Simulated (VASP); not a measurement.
# Ga (R-3m) in VASP: a series of runs, part 2 of 2

VASP 6.6.1. The steps go on from the part before.

### Step 3. Relaxation of cell and atoms, PBE

This run uses another cell than the first one, of 20.04 Å³/atom, 1.020 times its volume.

INCAR reads:

```
SYSTEM = Ga
PREC = Accurate
ENCUT = 600
EDIFF = 1E-6
ISMEAR = 0
SIGMA = 0.1
LREAL = .False.
LASPH = .True.
NELM = 60
ALGO = Fast
ISIF = 3
LWAVE = .False.
LCHARG = .False.
GGA = PE
IBRION = 2
NSW = 90
EDIFFG = -0.04
```

KPOINTS reads:

```
regular mesh
0
Gamma
  6 6 6
  0 0 0
```

POSCAR reads:

```
Ga
1.0
    1.8410551447      1.0629336834      3.4140160361
   -1.8410551447      1.0629336834      3.4140160361
    0.0000000000     -2.1258673668      3.4140160361
Ga
2
Direct
    0.2275400000      0.2275400000      0.2275400000
    0.7724600000      0.7724600000      0.7724600000
```

Potentials or basis: VASP PAW PBE potentials, release 64 (Ga_d).

On the command line:

```sh
$ cat potpaw_PBE.64/Ga_d/POTCAR > POTCAR
$ mpirun -np 1 vasp_std > vasp.out
```

OUTCAR:

```text
SYSTEM = Ga
   PREC = Accurate
   ENCUT = 600
   EDIFF = 1E-6
   ISMEAR = 0
   LREAL = .False.
   LASPH = .True.
   NELM = 60
   ISIF = 3
   GGA = PE
   IBRION = 2
   NSW = 90
   EDIFFG = -0.04

 ion  position               nearest neighbor table
   1  0.228  0.228  0.228-   2 2.46   2 2.46   2 2.46
   2  0.772  0.772  0.772-   1 2.46   1 2.46   1 2.46

  LATTYP: Found a trigonal (rhomboedric) cell.
 ALAT       =     4.0217928286
 COS(alpha) =     0.5808936906

  Lattice vectors:

 A1 = (   1.8410551447,   1.0629336834,   3.4140160361)
 A2 = (  -1.8410551447,   1.0629336834,   3.4140160361)
 A3 = (   0.0000000000,  -2.1258673668,   3.4140160361)

Analysis of symmetry for initial positions (statically):
=====================================================================
 Subroutine PRICEL returns:
 Original cell was already a primitive cell.
[... 181 lines left out ...]
  in kB       62.1032694     62.1032694     31.2178589      0.0000000     -0.0000000      0.0000000
  external PRESSURE =      51.8081326 kB  Pullay stress =       0.0000000 kB
[... 1058 lines left out ...]
      6     -10.6575      2.00000
[... 9 lines left out ...]
     16      10.6041      0.00000
     17      11.1973      0.00000

 [... further k-points ...]

[... ionic steps 4 to 28 ...]

--------------------------------------- Ionic step       29  -------------------------------------------

 number of electron      25.9999980 magnetization

------------------------ aborting loop because EDIFF is reached ----------------------------------------
[... 67 lines left out ...]
--------------------------------------- Ionic step       31  -------------------------------------------

 number of electron      25.9999978 magnetization

 Free energy of the ion-electron system (eV)
  ---------------------------------------------------
  ext. energy  EPLUGINS =         0.00000000
  ---------------------------------------------------
  free energy    TOTEN  =        -5.82524840 eV

  energy without entropy =       -5.81884500  energy(sigma->0) =       -5.82204670

 E-fermi :   5.5147     XC(G=0): -11.0645

 val. band max:        5.3985864660   @ k =   0.5000   0.5000   0.1667
 cond. band min:       5.5262863514   @ k =  -0.3333   0.3333   0.0000
 fundamental gap:      0.1276998853
 Fermi energy:         5.5146803084
[... 509 lines left out ...]
  FREE ENERGIE OF THE ION-ELECTRON SYSTEM (eV)
  ---------------------------------------------------
  free  energy   TOTEN  =        -5.8252484014 eV

  energy  without entropy=       -5.8188450029  energy(sigma->0) =       -5.82204670

 reached required accuracy - stopping structural energy minimisation
```

OSZICAR:

```text
N       E                     dE             d eps       ncg     rms          rms(c)
DAV:   1     0.119989562850E+03    0.11999E+03   -0.15251E+04  1137   0.312E+03
DAV:   2     0.244804861966E+01   -0.11754E+03   -0.11605E+03  1170   0.382E+02
[... 302 lines left out ...]
  30 F= -.58250724E+01 E0= -.58217992E+01  d E =-.668114E-04
       N       E                     dE             d eps       ncg     rms          rms(c)
DAV:   1    -0.582535190075E+01   -0.27977E-03   -0.23742E-02  1143   0.124E+00    0.777E-02
RMM:   2    -0.582528839971E+01    0.63501E-04   -0.51493E-04  1264   0.287E-01    0.457E-02
RMM:   3    -0.582524542273E+01    0.42977E-04   -0.17698E-04  1404   0.135E-01    0.395E-03
RMM:   4    -0.582524816497E+01   -0.27422E-05   -0.30891E-05  1361   0.546E-02    0.266E-03
RMM:   5    -0.582524840143E+01   -0.23645E-06   -0.31690E-06   766   0.208E-02
  31 F= -.58252484E+01 E0= -.58220467E+01  d E =-.242827E-03
```

CONTCAR:

```text
Ga
   1.00000000000000
     1.4965337339873477    0.8640241541751698    4.8226189807833837
    -1.4965337339873477    0.8640241541751698    4.8226189807833837
     0.0000000000000000   -1.7280483083503364    4.8226189807833837
  Ga
     2
Direct
     0.2503022338706106    0.2503022338706106    0.2503022338706106
     0.7496977661293895    0.7496977661293895    0.7496977661293895

  0.00000000E+00  0.00000000E+00  0.00000000E+00
  0.00000000E+00  0.00000000E+00  0.00000000E+00
```

Run time: 7.3 min. Hardware: 1 thread of Intel Xeon Platinum 8259CL at 2.50GHz (Skylake/Cascade Lake), shared host; peak memory 0.2 GiB.

Results:

| Item | Value |
| --- | --- |
| Free energy | -5.8252 eV |
| Relaxed volume | 18.71 Å³/atom |
| Relaxed cell | a = 5.123 Å, b = 5.123 Å, c = 5.123 Å, α = 33.97°, β = 33.97°, γ = 33.97° |
| Space group after relaxing (to 0.05 Å) | Fm-3m (No. 225) |
| Energy gained by relaxing | 291.7 meV/atom |
| Ionic steps | 31 |
| Pressure after relaxing | -0.1 GPa |
| Largest force after relaxing | 0.028 eV/Å |
| Band gap on the k mesh | zero (band 13 reaches 9.49 eV, above the bottom of band 14 at 3.31 eV) |

Forces on the atoms (eV/Å):
```
Ga   0.000  0.000 -0.028
Ga   0.000  0.000  0.028
```

The path:
```csv
step,energy change (eV),largest force (eV/Å),pressure (GPa),volume (Å³)
1,0.0000,1.6971,5.18,40.09
2,-0.2383,0.8140,-1.43,43.96
3,-0.2670,0.5438,-3.80,46.52
4,-0.3696,0.2673,-2.67,43.97
5,-0.4039,0.0405,-1.28,42.08
6,-0.4048,0.1141,-0.74,41.70
7,-0.4048,0.0856,-1.11,41.80
8,-0.4134,0.0055,-0.10,40.84
9,-0.4149,0.0499,0.47,40.30
10,-0.4297,0.0607,-0.03,40.40
11,-0.4813,0.0946,-1.11,40.61
12,-0.4610,0.1695,-1.69,40.65
13,-0.4663,0.1638,-1.52,40.40
14,-0.4713,0.1369,0.25,39.59
15,-0.5250,0.0347,1.46,37.84
16,-0.5171,0.1670,6.47,33.85
17,-0.5426,0.1152,4.56,34.86
18,-0.5377,0.1339,5.22,34.53
19,-0.5414,0.1212,4.81,34.73
20,-0.5418,0.1317,5.00,34.65
21,-0.5419,0.1260,5.00,34.68
22,-0.5437,0.1226,4.75,34.73
23,-0.5488,0.1154,4.61,34.89
24,-0.5578,0.1057,3.83,35.22
25,-0.5714,0.0821,2.57,35.87
26,-0.5829,0.0512,0.18,37.21
27,-0.5830,0.0491,0.23,37.29
28,-0.5830,0.0441,-0.02,37.47
29,-0.5831,0.0522,0.03,37.41
30,-0.5831,0.0412,-0.04,37.41
31,-0.5833,0.0283,-0.08,37.42
```

Final structure:
```xyz
2
Lattice="1.4965 0.8640 4.8226 -1.4965 0.8640 4.8226 0.0000 -1.7280 4.8226" Properties=species:S:1:pos:R:3 pbc="T T T"
Ga    0.0000    0.0000    3.6213
Ga    0.0000    0.0000   10.8465
```

### Step 4. Single point, PBE

This run uses another cell than the first one: it holds 1 atom, not 2.

INCAR reads:

```
ALGO = Normal
EDIFF = 1E-6
ENCUT = 520
GGA = PE
ISIF = 2
ISMEAR = 0
LASPH = True
LCHARG = True
LELF = True
LREAL = False
LVHAR = True
LWAVE = False
NBANDS = 12
NELM = 60
PREC = Accurate
SIGMA = 0.1
```

KPOINTS reads:

```
k-points
0
Gamma
  15 15 15
```

POSCAR reads:

```
Ga
1.0
    1.6930433356      0.9774790256      1.9464799540
   -1.6930433356      0.9774790256      1.9464799540
    0.0000000000     -1.9549580511      1.9464799540
Ga
1
Direct
    0.5000000000      0.5000000000      0.5000000000
```

On the command line:

```sh
$ cat potpaw_PBE.64/Ga_d/POTCAR > POTCAR
$ mpirun -np 1 vasp_std > vasp.out
```

It took 30 s on 1 thread of Intel Xeon Platinum 8259CL at 2.50GHz (Skylake/Cascade Lake), shared host; peak memory 0.2 GiB.

It converged, with:

```
Free energy : -2.8871 eV
Pressure    : 0.1 GPa
```

Levels at points of the mesh, in eV from the Fermi level:
```
           k point  band 3  band 4  band 5  band 6  band 7  band 8  band 9  band 10
(0.00, 0.00, 0.00)  -14.77  -14.77  -14.75  -10.92    9.52    9.52   10.87    12.96
```

### Step 5. Relaxation of cell and atoms, PBE

This run uses another cell than the first one: it holds 1 atom, not 2.

INCAR reads:

```
SYSTEM = Ga
ALGO = Normal
EDIFF = 1E-6
EDIFFG = -0.01
ENCUT = 600
GGA = PE
IBRION = 2
ISIF = 3
ISMEAR = 0
LASPH = .TRUE.
LCHARG = .FALSE.
LREAL = .FALSE.
LWAVE = .FALSE.
NELM = 100
NSW = 100
PREC = Accurate
SIGMA = 0.1
```

KPOINTS reads:

```
k-points
0
G
  21 21 21
  0 0 0
```

POSCAR reads:

```
Ga
1.0
    2.0853586657      1.2039823870      1.3237060348
   -2.0853586657      1.2039823870      1.3237060348
    0.0000000000     -2.4079647740      1.3237060348
Ga
1
Direct
    0.5000000000      0.5000000000      0.5000000000
```

On the command line:

```sh
$ cat potpaw_PBE.64/Ga_d/POTCAR > POTCAR
$ mpirun -np 1 vasp_std > vasp.out
```

Run time: 10 min. Hardware: 1 thread of Intel Xeon Platinum 8259CL at 2.50GHz (Skylake/Cascade Lake), shared host; peak memory 0.35 GiB.

It converged, with:

```yaml
Free_energy: -2.8589 eV
Relaxed_volume: 19.93 Å³/atom
Relaxed_cell: a = 2.760 Å, b = 2.760 Å, c = 2.760 Å, α = 99.99°, β = 99.99°, γ = 99.99°
Space_group_after_relaxing_to_0.05_Å: R-3m (No. 166)
Energy_gained_by_relaxing: 1.4 meV/atom
Ionic_steps: 8
Pressure_after_relaxing: 0.0 GPa
```

Stress tensor (GPa, compression positive):
```
-0.05  0.00  0.00
 0.00 -0.05  0.00
 0.00  0.00  0.03
```

The path:
```tsv
step	energy change (eV)	largest force (eV/Å)	pressure (GPa)	volume (Å³)
1	0.0000	0.0000	0.05	19.94
2	-0.0004	0.0000	0.11	19.96
3	-0.0011	0.0000	-0.14	20.02
4	-0.0009	0.0000	-0.53	20.12
5	-0.0012	0.0000	-0.37	20.07
6	-0.0013	0.0000	0.05	19.90
7	-0.0014	0.0000	-0.10	19.95
8	-0.0014	0.0000	-0.02	19.93
```

Final structure:
```
Ga
1.0
     2.11386    1.22044    1.28756
    -2.11386    1.22044    1.28756
     0.00000   -2.44088    1.28756
Ga
1
Direct
  0.50000 0.50000 0.50000
```

Levels at points of the mesh, in eV from the Fermi level:
```tsv
k point	band 4	band 5	band 6	band 7	band 8	band 9
(0.00, 0.00, 0.00)	-14.71	-14.71	-10.71	8.71	10.00	10.00
```

### Step 6. The runs side by side

```csv
task,cell,k mesh,cutoff (eV),gap on the mesh (eV),pressure (GPa),relaxed volume (Å³/atom),largest force (eV/Å)
single point,"a = 4.232 Å, angles 48.7°, 2 atoms",6 × 6 × 6,520,none,0.0,-,0.01
relaxation of cell and atoms,"relaxed from a = 4.022 Å, angles 54.5°, 2 atoms",6 × 6 × 6,600,none,-0.1,18.71,0.03
single point,"a = 2.759 Å, angles 75.7°, 1 atom",15 × 15 × 15,520,none,0.1,-,-
relaxation of cell and atoms,"relaxed from a = 2.748 Å, angles 98.7°, 1 atom",21 × 21 × 21,600,none,0.0,19.93,-
```

Alike in all rows: level PBE; potentials or basis VASP PAW PBE potentials, release 64 (Ga_d); no spin polarisation; smearing gaussian 0.1 eV.

Absolute energies hang on the potentials; compare differences alone.
